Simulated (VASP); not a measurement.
Here is a VASP 6.6.1 calculation.

File INCAR:

```
PREC = Accurate ; ENCUT = 520
EDIFF = 1E-7 ; ISMEAR = -1
SIGMA = 0.05 ; LREAL = False
LASPH = True ; NELM = 60
ALGO = Normal ; ISIF = 2
LWAVE = False ; LCHARG = False
GGA = PE ; NBANDS = 16
```

The input KPOINTS:

```
regular mesh
0
Gamma
  9 9 6
```

Contents of POSCAR:

```
Te
1.0
    4.5302708278      0.0000000000      0.0000000000
   -2.2651354139      3.9233296229      0.0000000000
    0.0000000000      0.0000000000      5.9374277250
Te
3
Direct
    0.2684005468      1.0000000000      0.3333333333
    0.0000000000      0.2684005468      0.6666666667
    0.7315994532      0.7315994532      0.0000000000
```

Potentials or basis: VASP PAW PBE potentials, release 64 (Te).

Launch:

```bash
$ cat potpaw_PBE.64/Te/POTCAR > POTCAR
$ mpirun -np 1 vasp_std > vasp.out
```

Question: Estimate the band gap on the k mesh.

Answer: 0.24 eV.

Question: What does it give for the pressure?

Answer: 0.0 GPa.

Forces on the atoms (eV/Å):
```
Te  -0.003  0.000  0.000
Te   0.001 -0.002  0.000
Te   0.001  0.002  0.000
```

Caveat: spin-orbit coupling is left out, which moves the levels of the heavy elements; an odd mesh through Γ misses points on the zone boundary, where band edges can lie.
